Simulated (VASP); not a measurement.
Write the native input for VASP 6.6.1 that does the following.

- Task: single point
- Functional: PBE
- Potentials or basis: VASP PAW PBE potentials, release 64 (Ga_d, P, As)
- Cutoff: 520 eV
- k mesh: 4 × 4 × 4
- Occupations: gaussian, width 0.1 eV
- Spin: no spin polarisation
- Dipole correction: no
- Further INCAR settings: ALGO = Normal; EDIFF = 1e-06; NBANDS = 56

The structure of Ga5As2P3 lies in POSCAR:

```
Ga5As2P3
1.0
    0.0000000000     -3.9581324000      0.0000000000
    3.9581324000      0.0000000000      0.0000000000
   -1.9790662000      1.9790662000     14.0140912000
Ga P As
5 3 2
Direct
    0.8954450000      0.8954450000      0.7908900000
    0.2984390000      0.2984390000      0.5968780000
    0.7015610000      0.7015610000      0.4031220000
    0.1045550000      0.1045550000      0.2091100000
    0.5000000000      0.5000000000      0.0000000000
    0.2500000000      0.7500000000      0.5000000000
    0.6530320000      0.1530320000      0.3060640000
    0.8469680000      0.3469680000      0.6939360000
    0.0522430000      0.5522430000      0.1044860000
    0.4477570000      0.9477570000      0.8955140000
```

The input as run:

INCAR

```
PREC = Accurate
ENCUT = 520
EDIFF = 1E-6
ISMEAR = 0
SIGMA = 0.1
LREAL = False
LASPH = True
NELM = 80
ALGO = Normal
ISIF = 2
LWAVE = False
LCHARG = False
GGA = PE
NBANDS = 56
```

KPOINTS

```
regular mesh
0
Gamma
  4 4 4
```

Potentials or basis: VASP PAW PBE potentials, release 64 (Ga_d, P, As).

Launch:

```console
$ cat potpaw_PBE.64/Ga_d/POTCAR potpaw_PBE.64/P/POTCAR potpaw_PBE.64/As/POTCAR > POTCAR
$ mpirun -np 1 vasp_std > vasp.out
```

Results of the run:

| Item | Value |
| --- | --- |
| Pressure | 0.2 GPa |
| Largest force | 0.005 eV/Å |
| Band gap on the k mesh | 0.92 eV |

Run time: 4.4 min on 1 thread of Intel(R) Xeon(R) Platinum 8375C CPU @ 2.90GHz (Ice Lake), with other jobs on the host, peak memory 0.36 GiB.
